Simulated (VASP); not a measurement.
Runs of VASP 6.6.1 on ScRu3. The structure is that of space group I4/mmm (No. 139), or close to it. The cells are those of the table. 

| task | level | potentials or basis | U | cell | k mesh | cutoff (eV) | smearing | k mesh for the DOS | occupations for the DOS | gap on the mesh (eV) | pressure (GPa) | relaxed volume (Å³/atom) |
| --- | --- | --- | --- | --- | --- | --- | --- | --- | --- | --- | --- | --- |
| single point | PBEsol+U | VASP PAW PBE potentials, release 64 (Ru_pv, Sc_sv) | Ru d U = 2.0 eV, Sc d U = 2.0 eV | a = 4.845 Å, angles 133.5, 133.5, 67.8°, 4 atoms | 7 × 7 × 7 | 520 | fermi-dirac 0.05 eV | - | - | none | 0.2 | - |
| single point | PBE | VASP PAW PBE potentials, release 64 (Ru_pv, Sc_sv) | - | a = 4.876 Å, angles 133.1, 133.1, 68.4°, 4 atoms | 7 × 7 × 7 | 520 | fermi-dirac 0.05 eV | - | - | none | 0.2 | - |
| single point | PBEsol+U | VASP PAW PBE potentials, release 64 (Ru_pv, Sc_sv) | Ru d U = 3.0 eV, Sc d U = 3.0 eV | a = 4.856 Å, angles 133.6, 133.6, 67.7°, 4 atoms | 7 × 7 × 7 | 520 | fermi-dirac 0.05 eV | - | - | none | (b) | - |
| relaxation of cell and atoms | PBEsol | VASP PAW PBE potentials, release 64 (Ru_pv, Sc_sv) | - | relaxed from a = 4.876 Å, angles 132.9, 132.9, 68.8°, 4 atoms | 7 × 7 × 7 | 600 | fermi-dirac 0.05 eV | - | - | none | 0.0 | 14.61 |
| single point | PBEsol+U | VASP PAW PBE potentials, release 64 (Ru_pv, Sc_sv) | Ru d U = 4.0 eV, Sc d U = 4.0 eV | a = 4.864 Å, angles 133.6, 133.6, 67.8°, 4 atoms | 7 × 7 × 7 | 520 | fermi-dirac 0.05 eV | - | - | none | -0.6 | - |
| relaxation of cell and atoms | PBE | VASP PAW PBE potentials, release 64 (Ru_pv, Sc_sv) | - | relaxed from a = 4.876 Å, angles 132.9, 132.9, 68.8°, 4 atoms | 7 × 7 × 7 | 600 | fermi-dirac 0.05 eV | - | - | none | 0.0 | 15.17 |
| single point | PBE | VASP PAW PBE potentials, release 64 (Ru_pv, Sc_sv) | - | a = 4.876 Å, angles 132.9, 132.9, 68.8°, 4 atoms | 7 × 7 × 7 | 520 | fermi-dirac 0.05 eV | - | - | none | (a) | - |
| single point | PBEsol | VASP PAW PBE potentials, release 64 (Ru_pv, Sc_sv) | - | a = 4.804 Å, angles 132.9, 132.9, 68.8°, 4 atoms | 7 × 7 × 7 | 520 | fermi-dirac 0.05 eV | - | - | none | 0.2 | - |

Alike in all rows: no spin polarisation.

Question: Fill in the values left out.

Answer: (a) -1.5; (b) -0.1.

Caveats: the PAW data sets were made with another functional, which shifts forces and pressure a little (some runs); U without spin polarisation on a metal has little footing (some runs); the U is typed as a test and isn't derived for this compound (some runs).

A k mesh can miss the band edges, and the runs leave out spin-orbit coupling on Ru.

A gap of «none» marks levels without a gap at the run's occupations.
